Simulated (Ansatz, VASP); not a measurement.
# One calculation of InP, two programs

Contents of INCAR:

```
SYSTEM = InP
  ALGO = Normal
  EDIFF = 1E-6
  EDIFFG = -0.01
  ENCUT = 600
  GGA = PS
  IBRION = 2
  ISIF = 3
  ISMEAR = -1
  IVDW = 12
  LASPH = .True.
  LCHARG = .False.
  LREAL = .False.
  LWAVE = .False.
  NELM = 100
  NSW = 60
  PREC = Accurate
  SIGMA = 0.05
```

KPOINTS

```
k-points
0
Gamma
  8 8 8
  0 0 0
```

The input POSCAR:

```
InP
1.0
    0.0000000000      2.9305000000      2.9305000000
    2.9305000000      0.0000000000      2.9305000000
    2.9305000000      2.9305000000      0.0000000000
In P
1 1
Direct
    0.0000000000      0.0000000000      0.0000000000
    0.7500000000      0.7500000000      0.7500000000
```

input.yaml

```yaml
crystal:
  lattice:
    - [0.0, 2.9305, 2.9305]
    - [2.9305, 0.0, 2.9305]
    - [2.9305, 2.9305, 0.0]
  atoms:
    - { symbol: In, position: [0.0, 0.0, 0.0] }
    - { symbol: P, position: [0.75, 0.75, 0.75] }
hamiltonian:
  xc: pbesol
  pseudopotentials: { kind: paw }
  dispersion: d3bj
kpoints:
  mp_grid: { grid: [8, 8, 8] }
scf:
  occupations: { method: fermi_dirac, width: 0.05 }
output:
  forces: true
  stress: true
  eigenvalues: true
relax:
  f_tol: 0.01
  max_steps: 40
  cell: { stress_tol: 0.05 }
```

Alike in both runs: task relaxation of cell and atoms; functional PBEsol; dispersion D3(BJ); k mesh 8 × 8 × 8; occupations fermi-dirac, width 0.05 eV; no spin polarisation.

|  | VASP | Ansatz |
| --- | --- | --- |
| version | VASP 6.6.1 | Ansatz 0.2.0 |
| potentials or method | VASP PAW PBE potentials, release 64 (In_d, P) | Ansatz PAW |
| plane-wave cutoff (eV) | 600 | 420 |
| valence electrons in the cell | 18 | 18 |

Ansatz gave:

* gap on the k mesh at the Fermi level, each at its own relaxed structure (eV): 0.72
* relaxed volume (Å³/atom): 24.70
* relaxed length of the cell vector where the two differ most in proportion (Å): 4.118

Q: Which values does VASP return?

A: gap on the k mesh at the Fermi level, each at its own relaxed structure (eV): 0.71; relaxed volume (Å³/atom): 24.70; relaxed length of the cell vector where the two differ most in proportion (Å): 4.119.

VASP's potentials were made for PBE, not for PBEsol.

Noted on Ansatz's run: the plane-wave basis is chosen anew once the cell has moved, so the energies of steps on either side of that aren't comparable.
